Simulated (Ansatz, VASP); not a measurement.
**InSb in VASP and in Ansatz**

```
CELL_PARAMETERS angstrom
3.90284 0.00000 0.00000
0.00000 3.71246 0.00000
0.00000 0.00000 3.80765
ATOMIC_POSITIONS crystal
In 0.00000 0.00000 0.00000
Sb 0.50000 0.50000 0.50000
```

Change from the starting cell: strain +0.0250 x Voigt [1, -1, 0, 0, 0, 0], atoms carried along.

Alike in both runs: task single point; functional PBE; dispersion D3(BJ); k mesh 12 × 12 × 12; occupations gaussian, width 0.15 eV; no spin polarisation.

|  | VASP | Ansatz |
| --- | --- | --- |
| version | VASP 6.6.1 | Ansatz 0.2.0 |
| potentials or method | VASP PAW PBE potentials, release 64 (In_d, Sb), cutoff 520 eV | scalar-relativistic, plane waves, PAW |
| valence electrons in the cell | 18 | 28 |

|  | VASP | Ansatz | Ansatz less VASP |
| --- | --- | --- | --- |
| gap on the k mesh at the Fermi level (eV) | none | none | - |
| pressure (GPa) | -2.5 | -2.4 | +0.08 |
| traceless stress, the component that is largest in VASP (GPa) | -0.18 | -0.19 | -0.002 |

A gap of «none» marks a metal or a gap that the smearing closes. VASP's potentials hold 18 valence electrons a cell and Ansatz's 28, so a difference there can come from the potentials and not from the codes.

Neither program's run includes spin-orbit coupling.
